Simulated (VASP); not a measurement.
# W (Pm-3n) in VASP: a series of runs, part 3 of 3

VASP 6.6.1. Earlier steps stand in the parts before.

### Step 5. Single point, PBEsol (volume scaled by 0.94)

INCAR

```
SYSTEM = W
PREC = Accurate
ENCUT = 520
EDIFF = 1E-7
ISMEAR = 0
SIGMA = 0.1
LREAL = .False.
LASPH = .True.
NELM = 100
ALGO = Fast
ISIF = 2
LWAVE = .False.
LCHARG = .True.
GGA = PS
LELF = .True.
LVHAR = .True.
NBANDS = 66
```

KPOINTS

```
Automatic mesh
0
Gamma
  8 8 8
  0 0 0
```

POSCAR

```
W
1.0
    4.9293198275      0.0000000000      0.0000000000
    0.0000000000      4.9293198275      0.0000000000
    0.0000000000      0.0000000000      4.9293198275
W
8
Direct
    0.0000000000      0.0000000000      0.0000000000
    0.5000000000      0.5000000000      0.5000000000
    0.0000000000      0.5000000000      0.2500000000
    0.0000000000      0.5000000000      0.7500000000
    0.2500000000      0.0000000000      0.5000000000
    0.7500000000      0.0000000000      0.5000000000
    0.5000000000      0.7500000000      0.0000000000
    0.5000000000      0.2500000000      0.0000000000
```

Potentials or basis: VASP PAW PBE potentials, release 64 (W_sv).

On the command line:

```sh
$ cat potpaw_PBE.64/W_sv/POTCAR > POTCAR
$ mpirun -np 1 vasp_std > vasp.out
```

OUTCAR:

```text
SYSTEM = W
   PREC = Accurate
   ENCUT = 520
   EDIFF = 1E-7
   ISMEAR = 0
   LREAL = .False.
   LASPH = .True.
   NELM = 100
   ISIF = 2
   GGA = PS

 ion  position               nearest neighbor table
   1  0.000  0.000  0.000-   3 2.76   4 2.76   5 2.76   6 2.76   7 2.76   8 2.76   5 2.76   6 2.76
                             3 2.76   4 2.76   7 2.76   8 2.76
   2  0.500  0.500  0.500-   3 2.76   4 2.76   5 2.76   6 2.76   7 2.76   8 2.76   7 2.76   8 2.76
                             5 2.76   6 2.76   3 2.76   4 2.76
   3  0.000  0.500  0.250-   4 2.46   4 2.46   1 2.76   2 2.76   1 2.76   2 2.76   8 3.02   5 3.02
                             6 3.02   5 3.02   6 3.02   7 3.02   7 3.02   8 3.02
   4  0.000  0.500  0.750-   3 2.46   3 2.46   1 2.76   2 2.76   1 2.76   2 2.76   8 3.02   5 3.02
                             6 3.02   5 3.02   6 3.02   7 3.02   7 3.02   8 3.02
   5  0.250  0.000  0.500-   6 2.46   6 2.46   1 2.76   1 2.76   2 2.76   2 2.76   8 3.02   4 3.02
                             7 3.02   8 3.02   3 3.02   3 3.02   4 3.02   7 3.02
   6  0.750  0.000  0.500-   5 2.46   5 2.46   1 2.76   1 2.76   2 2.76   2 2.76   8 3.02   4 3.02
                             7 3.02   8 3.02   3 3.02   3 3.02   4 3.02   7 3.02
   7  0.500  0.750  0.000-   8 2.46   8 2.46   1 2.76   2 2.76   2 2.76   1 2.76   3 3.02   4 3.02
                             5 3.02   6 3.02   5 3.02   6 3.02   3 3.02   4 3.02
   8  0.500  0.250  0.000-   7 2.46   7 2.46   1 2.76   2 2.76   2 2.76   1 2.76   3 3.02   4 3.02
                             5 3.02   6 3.02   5 3.02   6 3.02   3 3.02   4 3.02

  LATTYP: Found a simple cubic cell.
 ALAT       =     4.9293198275

  Lattice vectors:

 A1 = (   4.9293198275,   0.0000000000,   0.0000000000)
 A2 = (   0.0000000000,   4.9293198275,   0.0000000000)
 A3 = (   0.0000000000,   0.0000000000,   4.9293198275)

Analysis of symmetry for initial positions (statically):
=====================================================================
 Subroutine PRICEL returns:
 Original cell was already a primitive cell.

 Routine SETGRP: Setting up the symmetry group for a
 simple cubic supercell.

 Subroutine GETGRP returns: Found 48 space group operations
 (whereof 24 operations were pure point group operations)
 out of a pool of 48 trial point group operations.

The static configuration has the point symmetry T_h .
 The point group associated with its full space group is O_h .
[... 153 lines left out ...]
   AEXX    =    0.0000 exact exchange contribution
   IVDW    =     0    specifies the selected vdW correction
   LEPSILON=     F    determine dielectric tensor
   LRPA    =     F    only Hartree local field effects (RPA)
 non-spin polarized calculation
 RMM-DIIS sequential band-by-band and
 Gauss-broadening in eV      SIGMA  =   0.10
  energy-cutoff  :      520.00
  volume of cell :      119.77
 maximum number of plane-waves:      3242
 NGX is ok and might be reduce to    40
   NGX = 19   NGY = 19   NGZ = 19

 number of electron     112.0000043 magnetization

 Free energy of the ion-electron system (eV)
  ---------------------------------------------------
  ext. energy  EPLUGINS =         0.00000000
  ---------------------------------------------------
  free energy    TOTEN  =      -109.12805472 eV

  energy without entropy =     -109.11639099  energy(sigma->0) =     -109.12222286

 E-fermi :  11.8593     XC(G=0): -14.0727

 val. band max:       11.8550073567   @ k =   0.3750   0.2500   0.0000
 cond. band min:      11.8697550449   @ k =   0.1250   0.1250   0.0000
 fundamental gap:      0.0147476882
 Fermi energy:        11.8592673979

 k-point     1 :       0.0000    0.0000    0.0000
  band No.  band energies     occupation
      1     -62.0213      2.00000
      2     -61.9506      2.00000
      3     -61.9506      2.00000
      4     -61.7597      2.00000
      5     -61.7597      2.00000
      6     -61.7597      2.00000
[... 1645 lines left out ...]
     65      14.6569      0.00000
     66      15.0034      0.00000

 [... further k-points ...]
[... 5 lines left out ...]
  --------------------------------------------------------------------------------------
  -------------------------------------------------------------------------------------
  Total       17.6164762     17.6164762     17.6164762     -0.0000000      0.0000000      0.0000000
  in kB      235.6506439    235.6506439    235.6506439     -0.0000000      0.0000000      0.0000000
  external PRESSURE =     235.6506439 kB  Pullay stress =       0.0000000 kB

 VOLUME and BASIS-vectors are now :
 -----------------------------------------------------------------------------
  energy-cutoff  :      520.00
  volume of cell :      119.77
      direct lattice vectors                 reciprocal lattice vectors
     4.929319827  0.000000000  0.000000000     0.202867745  0.000000000  0.000000000
     0.000000000  4.929319827  0.000000000     0.000000000  0.202867745  0.000000000
     0.000000000  0.000000000  4.929319827     0.000000000  0.000000000  0.202867745

 POSITION                                       TOTAL-FORCE (eV/Angst)
 -----------------------------------------------------------------------------------
      0.00000      0.00000      0.00000         0.000000     -0.000000      0.000000
      2.46466      2.46466      2.46466         0.000000     -0.000000      0.000000
      0.00000      2.46466      1.23233        -0.000000      0.000000     -0.000000
      0.00000      2.46466      3.69699        -0.000000     -0.000000      0.000000
      1.23233      0.00000      2.46466         0.000000     -0.000000     -0.000000
      3.69699      0.00000      2.46466        -0.000000      0.000000      0.000000
      2.46466      3.69699      0.00000         0.000000     -0.000000      0.000000
      2.46466      1.23233      0.00000         0.000000      0.000000     -0.000000
 -----------------------------------------------------------------------------------
    total drift:                                0.000000     -0.000000      0.000000

  FREE ENERGIE OF THE ION-ELECTRON SYSTEM (eV)
  ---------------------------------------------------
  free  energy   TOTEN  =      -109.1280547240 eV

  energy  without entropy=     -109.1163909913  energy(sigma->0) =     -109.12222286
```

OSZICAR:

```text
N       E                     dE             d eps       ncg     rms          rms(c)
DAV:   1     0.162846278956E+04    0.16285E+04   -0.62551E+04  4620   0.204E+03
DAV:   2     0.120825669168E+02   -0.16164E+04   -0.15767E+04  4628   0.673E+02
DAV:   3    -0.108654879818E+03   -0.12074E+03   -0.11268E+03  5234   0.163E+02
DAV:   4    -0.114062070555E+03   -0.54072E+01   -0.52029E+01  5472   0.294E+01
DAV:   5    -0.114207592374E+03   -0.14552E+00   -0.14470E+00  5424   0.471E+00    0.693E+01
RMM:   6    -0.110283642978E+03    0.39239E+01   -0.47835E+00  4817   0.107E+01    0.303E+01
RMM:   7    -0.109115474360E+03    0.11682E+01   -0.43298E+00  5024   0.956E+00    0.165E+00
RMM:   8    -0.109133159889E+03   -0.17686E-01   -0.52804E-01  6041   0.254E+00    0.946E-01
RMM:   9    -0.109126876849E+03    0.62830E-02   -0.82155E-02  6142   0.118E+00    0.302E-01
RMM:  10    -0.109127874216E+03   -0.99737E-03   -0.20462E-02  6454   0.553E-01    0.846E-02
RMM:  11    -0.109128025920E+03   -0.15170E-03   -0.27051E-03  6377   0.229E-01    0.558E-02
RMM:  12    -0.109128048996E+03   -0.23076E-04   -0.49456E-04  6488   0.107E-01    0.980E-03
RMM:  13    -0.109128054793E+03   -0.57970E-05   -0.93083E-05  6839   0.484E-02    0.109E-02
RMM:  14    -0.109128054480E+03    0.31320E-06   -0.15909E-05  5748   0.223E-02    0.243E-03
RMM:  15    -0.109128054389E+03    0.90369E-07   -0.56943E-06  6084   0.122E-02    0.142E-03
RMM:  16    -0.109128054636E+03   -0.24649E-06   -0.94068E-07  4984   0.481E-03    0.110E-03
RMM:  17    -0.109128054724E+03   -0.88306E-07   -0.25618E-07  3695   0.270E-03
   1 F= -.10912805E+03 E0= -.10912222E+03  d E =-.116637E-01
```

Wall time 12 min (1 thread of AMD EPYC 7R13, shared host); peak memory 0.32 GiB.

Results:

| Item | Value |
| --- | --- |
| Free energy | -109.1281 eV |
| Pressure | 23.6 GPa |
| Band gap on the k mesh | zero (band 56 reaches 12.42 eV, above the bottom of band 57 at 11.29 eV) |

Caveat: the PAW data sets were made with another functional, which shifts forces and pressure a little; spin-orbit coupling is left out, which moves the levels of the heavy elements.

### Step 6. Single point, PBEsol (volume scaled by 0.97)

INCAR

```
  PREC = Accurate
  ENCUT = 520
  EDIFF = 1E-6
  ISMEAR = 0
  SIGMA = 0.1
  LREAL = F
  LASPH = T
  NELM = 60
  ALGO = Fast
  ISIF = 2
  LWAVE = F
  LCHARG = F
  GGA = PS
  NBANDS = 66
```

KPOINTS

```
Automatic mesh
0
Gamma
  8 8 8
```

Edit POSCAR of step 5 so:

```diff
@@ -2,5 +2,5 @@
 1.0
-    4.9293198275      0.0000000000      0.0000000000
-    0.0000000000      4.9293198275      0.0000000000
-    0.0000000000      0.0000000000      4.9293198275
+    4.9812112180      0.0000000000      0.0000000000
+    0.0000000000      4.9812112180      0.0000000000
+    0.0000000000      0.0000000000      4.9812112180
 W
```

Potentials or basis: VASP PAW PBE potentials, release 64 (W_sv).

On the command line:

```sh
$ cat potpaw_PBE.64/W_sv/POTCAR > POTCAR
$ mpirun -np 1 vasp_std > vasp.out
```

Run time: 11 min. Hardware: 1 thread of AMD EPYC 7R13, shared host; peak memory 0.32 GiB.

Results (log left out):

| Quantity | Value |
| --- | --- |
| Free energy | -109.5420 eV |
| Pressure | 11.3 GPa |
| Band gap on the k mesh | zero (band 56 reaches 11.92 eV, above the bottom of band 57 at 10.87 eV) |

Levels at points of the mesh, in eV from the Fermi level:
```csv
k point,band 52,band 53,band 54,band 55,band 56,band 57,band 58,band 59,band 60,band 61
"(0.00, 0.00, 0.00)",-2.04,-1.57,-1.57,-0.53,-0.53,-0.53,1.71,1.71,1.71,1.76
"(0.50, 0.00, 0.00)",-1.26,-1.19,-1.19,-0.93,-0.93,0.55,0.55,0.87,0.87,1.20
"(0.50, 0.50, 0.00)",-1.70,-1.36,-1.04,-1.04,0.31,0.31,0.35,0.62,1.10,1.14
"(0.50, 0.50, 0.50)",-1.36,-1.36,-1.36,-1.36,-1.36,1.42,1.42,1.42,1.42,1.42
```

Caveat: the PAW data sets were made with another functional, which shifts forces and pressure a little; spin-orbit coupling is left out, which moves the levels of the heavy elements.

### Step 7. Summary

| cell | smearing | further INCAR settings | gap on the mesh (eV) | pressure (GPa) |
| --- | --- | --- | --- | --- |
| a = 5.032 Å, 8 atoms | gaussian 0.15 eV | ALGO = Fast; EDIFF = 1e-06; NBANDS = 66 | none | 0.7 |
| a = 4.822 Å, 8 atoms | gaussian 0.1 eV | ALGO = Fast; EDIFF = 1e-06; NBANDS = 66 | none | 54.8 |
| a = 4.876 Å, 8 atoms | gaussian 0.1 eV | ALGO = Fast; EDIFF = 1e-07; NBANDS = 66 | none | 38.0 |
| a = 4.929 Å, 8 atoms | gaussian 0.1 eV | ALGO = Fast; EDIFF = 1e-07; NBANDS = 66 | none | 23.6 |
| a = 4.981 Å, 8 atoms | gaussian 0.1 eV | ALGO = Fast; EDIFF = 1e-06; NBANDS = 66 | none | 11.3 |

Alike in all rows: task single point; level PBEsol; potentials or basis VASP PAW PBE potentials, release 64 (W_sv); no spin polarisation; k mesh 8 × 8 × 8; cutoff (eV) 520.

Caveats: the PAW data sets were made with another functional, which shifts forces and pressure a little; spin-orbit coupling is left out, which moves the levels of the heavy elements.

Absolute energies hang on the potentials; compare differences alone.
